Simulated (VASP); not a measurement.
# Li (a cell with a defect) in VASP: single point with PBE+D3(BJ)

Aim: the single point of Li (a cell with a defect) with PBE+D3(BJ).

Everything below comes from runs of VASP 6.6.1. Logs are shortened: lines on timing, memory, paths and dates and some standing lists are left out, and cuts for length are marked.

### 1 The cell of the first run

The cell holds a defect, 19 atoms: a = 7.814 Å, b = 7.814 Å, c = 7.814 Å, α = 106.60°, β = 106.60°, γ = 115.38°.

### 2 Single point, PBE+D3(BJ)

The input, INCAR:

```
PREC = Accurate
ENCUT = 520
EDIFF = 1E-6
ISMEAR = 0
SIGMA = 0.1
LREAL = Auto
LASPH = T
NELM = 60
ALGO = Normal
ISIF = 2
LWAVE = F
LCHARG = F
GGA = PE
IVDW = 12
NBANDS = 44
```

The input, KPOINTS:

```
Automatic mesh
0
Gamma
  4 4 4
```

The input, POSCAR:

```
Li
1.0
    6.2654480337      2.0884826779      4.1769653558
   -6.2654480337     -2.0884826779      4.1769653558
    2.0884826779     -6.2654480337     -4.1769653558
Li
19
Direct
    0.0575697138      0.3135369313      0.8711067222
    0.6117936546      0.2046845562      0.7958893399
    0.0912048264      0.6840956428      0.7958891005
    0.2141669666      0.4163426919      0.6006372537
    0.3074608934      0.1072930852      0.3947631497
    0.5611463827      0.8568900374      0.9180365824
    0.6504108291      0.5450225956      0.6954333476
    0.7401741304      0.2414803126      0.4816543659
   -0.0097203105     -0.0168784737      0.0023471107
    0.2436985738      0.7765677289      0.5202662256
    0.3415677839      0.4562014376      0.2977689049
    0.4222484626      0.1428538063      0.0651024313
    0.6842945671      0.8864701008      0.6006371579
    0.7874699979      0.5873022855      0.3947629582
    0.9009772118      0.2968603027      0.1990660035
    0.4022060412      0.7980889512      0.1990664344
    0.5192253982      0.5120673307      1.0023470734
    0.8813282099      0.9560813796      0.3374095976
    0.9594432222      0.6350394303      0.0944829000
```

Potentials or basis: VASP PAW PBE potentials, release 64 (Li_sv).

Command:

```bash
$ cat potpaw_PBE.64/Li_sv/POTCAR > POTCAR
$ mpirun -np 1 vasp_std > vasp.out
```

OUTCAR:

```text
PREC = Accurate
   ENCUT = 520
   EDIFF = 1E-6
   ISMEAR = 0
   LREAL = Auto
   LASPH = T
   NELM = 60
   ISIF = 2
   GGA = PE
   IVDW = 12
 IVDW          = 12

 ion  position               nearest neighbor table
   1  0.058  0.314  0.871-
   2  0.612  0.205  0.796-
   3  0.091  0.684  0.796-
   4  0.214  0.416  0.601-
   5  0.307  0.107  0.395-
   6  0.561  0.857  0.918-
[... 11 lines left out ...]
  18  0.881  0.956  0.337-
  19  0.959  0.635  0.094-

  LATTYP: Found a body centered tetragonal cell.
 ALAT       =     9.3399784752
 C/A-ratio  =     0.8944271910

  Lattice vectors:

 A1 = (   6.2654480337,   2.0884826779,   4.1769653558)
 A2 = (  -6.2654480337,  -2.0884826779,   4.1769653558)
 A3 = (   2.0884826779,  -6.2654480337,  -4.1769653558)

Analysis of symmetry for initial positions (statically):
=====================================================================
 Subroutine PRICEL returns:
 Original cell was already a primitive cell.

 Routine SETGRP: Setting up the symmetry group for a
 body centered tetragonal supercell.

 Subroutine GETGRP returns: Found  2 space group operations
 (whereof  1 operations were pure point group operations)
 out of a pool of 16 trial point group operations.

The static configuration has the point symmetry C_1 .
 The point group associated with its full space group is C_1h.

Analysis of symmetry for dynamics (positions and initial velocities):
=====================================================================
 Subroutine PRICEL returns:
 Original cell was already a primitive cell.

 Routine SETGRP: Setting up the symmetry group for a
 body centered tetragonal supercell.

 Subroutine GETGRP returns: Found  2 space group operations
 (whereof  1 operations were pure point group operations)
 out of a pool of 16 trial point group operations.

The dynamic configuration has the point symmetry C_1 .
 The point group associated with its full space group is C_1h.

 Subroutine INISYM returns: Found  2 space group operations
 (whereof  1 operations are pure point group operations),
 and found     1 'primitive' translations

----------------------------------------------------------------------------------------

                                     Primitive cell

  volume of cell :     364.3784

  direct lattice vectors                    reciprocal lattice vectors
     6.265448034  2.088482678  4.176965356     0.095763303 -0.047881652  0.119704129
    -6.265448034 -2.088482678  4.176965356    -0.047881652 -0.095763303  0.119704129
     2.088482678 -6.265448034 -4.176965356     0.047881652 -0.143644955  0.000000000

  length of vectors
     7.814386639  7.814386639  7.814386639     0.160599942  0.160599942  0.151415077

  position of ions in fractional coordinates (direct lattice)
     0.057569714  0.313536931  0.871106722
     0.611793655  0.204684556  0.795889340
     0.091204826  0.684095643  0.795889100
     0.214166967  0.416342692  0.600637254
     0.307460893  0.107293085  0.394763150
     0.561146383  0.856890037  0.918036582
[... 11 lines left out ...]
     0.881328210  0.956081380  0.337409598
     0.959443222  0.635039430  0.094482900

  ion indices of the primitive-cell ions
   primitive index   ion index
                 1           1
                 2           2
                 3           3
                 4           4
                 5           5
                 6           6
[... 11 lines left out ...]
                18          18
                19          19

----------------------------------------------------------------------------------------

 KPOINTS: Automatic mesh

Automatic generation of k-mesh.
 Grid dimensions read from file:
 generate k-points for:    4    4    4

 Generating k-lattice:

  Cartesian coordinates                     Fractional coordinates (reciprocal lattice)
     0.023940826 -0.011970413  0.029926032     0.250000000 -0.000000000  0.000000000
    -0.011970413 -0.023940826  0.029926032     0.000000000  0.250000000  0.000000000
     0.011970413 -0.035911239  0.000000000     0.000000000  0.000000000  0.250000000

  Length of vectors
     0.040149985  0.040149985  0.037853769

  Shift w.r.t. Gamma in fractional coordinates (k-lattice)
     0.000000000  0.000000000  0.000000000

 Subroutine IBZKPT returns following result:
 ===========================================

 Found     24 irreducible k-points:

 Following reciprocal coordinates:
            Coordinates               Weight
  0.000000  0.000000  0.000000      1.000000
  0.250000  0.000000  0.000000      4.000000
  0.250000  0.000000 -0.250000      4.000000
  0.500000  0.000000  0.000000      2.000000
  0.500000  0.000000  0.500000      2.000000
  0.250000  0.250000  0.000000      4.000000
[... 16 lines left out ...]
 -0.250000 -0.250000  0.250000      2.000000
  0.500000  0.500000  0.500000      1.000000
   k-points           NKPTS =     24   k-points in BZ     NKDIM =     24   number of bands    NBANDS=     44
   number of dos      NEDOS =    301   number of ions     NIONS =     19
   total plane-waves  NPLWV = 216000
   dimension x,y,z NGX =    60 NGY =   60 NGZ =   60
   dimension x,y,z NGXF=   120 NGYF=  120 NGZF=  120
   ions per type =              19
   NGX,Y,Z   is equivalent  to a cutoff of  12.76, 12.76, 12.76 a.u.
   NGXF,Y,Z  is equivalent  to a cutoff of  25.53, 25.53, 25.53 a.u.
 SYSTEM =  unknown system
   PREC   = accura    normal or accurate (medium, high low for compatibility)
   ISTART =      0    job   : 0-new  1-cont  2-samecut
   ICHARG =      2    charge: 1-file 2-atom 10-const
   ISPIN  =      1    spin polarized calculation?
   LNONCOLLINEAR =      F non collinear calculations
   LSORBIT =      F    spin-orbit coupling
   LASPH  =      T    aspherical Exc in radial PAW
   ENCUT  =  520.0 eV  38.22 Ry    6.18 a.u.  14.53 14.53 14.53*2*pi/ulx,y,z
   NELM   =     60;   NELMIN=  2; NELMDL= -5     # of ELM steps
   EDIFF  = 0.1E-05   stopping-criterion for ELM
   LREAL  =      T    real-space projection
   EDIFFG = 0.1E-04   stopping-criterion for IOM
   NSW    =      0    number of steps for IOM
   IBRION =     -1    ionic relax: 0-MD 1-quasi-New 2-CG
   NFREE  =      0    steps in history (QN), initial steepest desc. (CG)
   ISIF   =      2    stress and relaxation
   ISYM   =      2    0-nonsym 1-usesym 2-fastsym
   POTIM  = 0.5000    time-step for ionic-motion
   TEBEG  =    0.0;   TEEND  =   0.0 temperature during run
   PSTRESS=    0.0 pullay stress
   NELECT =      57.0000    total number of electrons
   NUPDOWN=      -1.0000    fix difference up-down
   EMIN   =  10.00;   EMAX   =-10.00  energy-range for DOS
   EFERMI =   0.00;   METHOD = LEGACY
   ISMEAR =     0;   SIGMA  =   0.10  broadening in eV -4-tet -1-fermi 0-gaus
   EFERMI_NEDOS =   21; number of points for ismear=-14 and -15
   IALGO  =     38    algorithm
   IMIX   =      4    mixing-type and parameters
     AMIX     =   0.40;   BMIX     =  1.00
     AMIX_MAG =   1.60;   BMIX_MAG =  1.00
  volume/ion in A,a.u.               =      19.18       129.42
  Fermi-wavevector in a.u.,A,eV,Ry     =   0.882095  1.666919 10.586589  0.778092
  Thomas-Fermi vector in A             =   2.002681
   LORBIT       =      0    0 simple, 1 ext, 2 COOP (PROOUT), +10 PAW based schemes
   GGA     = PE    functional components
   LHFCALC =     F    Hartree Fock is set to
   AEXX    =    0.0000 exact exchange contribution
   IVDW    =    12    specifies the selected vdW correction
   LEPSILON=     F    determine dielectric tensor
   LRPA    =     F    only Hartree local field effects (RPA)
 non-spin polarized calculation
 Gauss-broadening in eV      SIGMA  =   0.10
  energy-cutoff  :      520.00
  volume of cell :      364.38
 maximum number of plane-waves:      9855
 NGX is ok and might be reduce to    60
   NGX = 29   NGY = 29   NGZ = 29

 number of electron      56.9999988 magnetization

 Free energy of the ion-electron system (eV)
  ---------------------------------------------------
  ext. energy  EPLUGINS =         0.00000000
  ---------------------------------------------------
  free energy    TOTEN  =       -35.50975507 eV

  energy without entropy =      -35.46798911  energy(sigma->0) =      -35.48887209

 E-fermi :   0.8019     XC(G=0):  -7.1649

 val. band max:        0.7953647250   @ k =  -0.2500   0.5000   0.0000
 cond. band min:       0.8407566742   @ k =   0.5000   0.5000   0.2500
 fundamental gap:      0.0453919493
 Fermi energy:         0.8018886708

 k-point     1 :       0.0000    0.0000    0.0000
  band No.  band energies     occupation
      1     -45.8023      2.00000
      2     -45.7839      2.00000
      3     -45.7780      2.00000
      4     -45.7759      2.00000
      5     -45.6796      2.00000
      6     -45.6764      2.00000
[... 32 lines left out ...]
     39       4.5227      0.00000
     40       4.9818      0.00000

 k-point     2 :       0.2500    0.0000    0.0000
  band No.  band energies     occupation
      1     -45.8023      2.00000
      2     -45.7839      2.00000
      3     -45.7780      2.00000
      4     -45.7759      2.00000
      5     -45.6793      2.00000
      6     -45.6769      2.00000
[... 32 lines left out ...]
     39       3.7014      0.00000
     40       4.4854      0.00000

 k-point     3 :       0.2500    0.0000   -0.2500
  band No.  band energies     occupation
      1     -45.8023      2.00000
      2     -45.7839      2.00000
      3     -45.7780      2.00000
      4     -45.7759      2.00000
      5     -45.6793      2.00000
      6     -45.6769      2.00000
[... 852 lines left out ...]
 k-point    23 :      -0.2500   -0.2500    0.2500
  band No.  band energies     occupation
      1     -45.8022      2.00000
      2     -45.7839      2.00000
      3     -45.7780      2.00000
      4     -45.7759      2.00000
      5     -45.6796      2.00000
      6     -45.6763      2.00000
[... 32 lines left out ...]
     39       3.2205      0.00000
     40       4.4244      0.00000

 k-point    24 :       0.5000    0.5000    0.5000
  band No.  band energies     occupation
      1     -45.8022      2.00000
      2     -45.7839      2.00000
      3     -45.7779      2.00000
      4     -45.7760      2.00000
      5     -45.6794      2.00000
      6     -45.6765      2.00000
[... 32 lines left out ...]
     39       3.4802      0.00000
     40       4.0739      0.00000
 [bands above 40 left out]

------------------------ aborting loop because EDIFF is reached ----------------------------------------

 Edisp (eV)   -3.39079

 E8    (eV) :    -1.4099

  FORCE on cell =-STRESS in cart. coord.  units (eV):
  Direction    XX          YY          ZZ          XY          YZ          ZX
  --------------------------------------------------------------------------------------
  -------------------------------------------------------------------------------------
  Total      -1.14234    -1.16566     0.15660    -0.02079    -0.00000     0.00000
  in kB      -5.02287    -5.12544     0.68856    -0.09139    -0.00000     0.00000
  external pressure =       -3.15 kB  Pullay stress =        0.00 kB

 VOLUME and BASIS-vectors are now :
 -----------------------------------------------------------------------------
  energy-cutoff  :      520.00
  volume of cell :      364.38
      direct lattice vectors                 reciprocal lattice vectors
     6.265448034  2.088482678  4.176965356     0.095763303 -0.047881652  0.119704129
    -6.265448034 -2.088482678  4.176965356    -0.047881652 -0.095763303  0.119704129
     2.088482678 -6.265448034 -4.176965356     0.047881652 -0.143644955  0.000000000

 POSITION                                       TOTAL-FORCE (eV/Angst)
 -----------------------------------------------------------------------------------
      0.21554     -5.99246     -2.08848        -0.005069     -0.013935      0.000000
      4.21292     -4.13636      0.08600         0.002118     -0.001418      0.001187
     -2.05253     -6.22484     -0.08600         0.002118     -0.001418     -0.001187
     -0.01230     -4.18550      0.12478         0.008504     -0.003376     -0.001701
      2.07860     -2.05532      0.08350        -0.003643      0.003797      0.003492
      0.06434     -6.36957      2.08848         0.024825      0.012137      0.000000
[... 11 lines left out ...]
      0.23631     -2.27014      6.26545        -0.001930      0.005067     -0.000000
      2.22986      0.08553      6.26545        -0.001886      0.008983     -0.000000
 -----------------------------------------------------------------------------------
    total drift:                               -0.009688      0.006443     -0.005131

  FREE ENERGIE OF THE ION-ELECTRON SYSTEM (eV)
  ---------------------------------------------------
  free  energy   TOTEN  =       -38.9005408461 eV

  energy  without entropy=      -38.8587748890  energy(sigma->0) =      -38.87965787
```

It took 9 min on 1 thread of AMD EPYC 7R13 (Zen 3), shared host; peak memory 0.57 GiB.

Results:

```
Free energy                : -38.9005 eV
Largest force              : 0.030 eV/Å
Band gap on the k mesh     : zero (an odd number of electrons rules out a gap without spin polarisation)
Dispersion energy per atom : -0.178 eV
```

Forces on the atoms (eV/Å):
```
Li  -0.005 -0.014  0.000
Li   0.002 -0.001  0.001
Li   0.002 -0.001 -0.001
Li   0.009 -0.003 -0.002
Li  -0.004  0.004  0.003
Li   0.025  0.012  0.000
Li  -0.017 -0.025  0.000
Li   0.006  0.013  0.000
Li  -0.007  0.002  0.003
Li   0.004 -0.005  0.000
Li   0.010 -0.009  0.000
Li  -0.006  0.002  0.000
Li   0.009 -0.003  0.002
Li  -0.004  0.004 -0.003
Li  -0.006  0.004  0.005
Li  -0.006  0.004 -0.005
Li  -0.007  0.002 -0.003
Li  -0.002  0.005  0.000
Li  -0.002  0.009  0.000
```

Levels at points of the mesh, in eV from the Fermi level:
```
           k point  band 26  band 27  band 28  band 29  band 30  band 31  band 32  band 33
(0.00, 0.00, 0.00)    -0.96    -0.95    -0.92    -0.80    -0.80    -0.64    -0.61     1.40
(0.50, 0.00, 0.00)    -0.57    -0.39     0.24     0.25     0.56     0.58     0.62     0.82
(0.50, 0.00, 0.50)    -0.57    -0.39     0.23     0.27     0.57     0.58     0.62     0.81
(0.50, 0.50, 0.00)    -0.60    -0.51    -0.50    -0.32    -0.01     0.22     0.88     0.89
(0.00, 0.00, 0.50)    -0.60    -0.51    -0.50    -0.32    -0.01     0.21     0.88     0.89
(0.50, 0.50, 0.50)     0.08     0.13     0.14     0.17     0.32     0.42     0.43     0.57
```

Caveat: the cutoff is under 1.25 times the usual one of these potentials, so pressure, stress and relaxed cells hold a basis-set (Pulay) error.
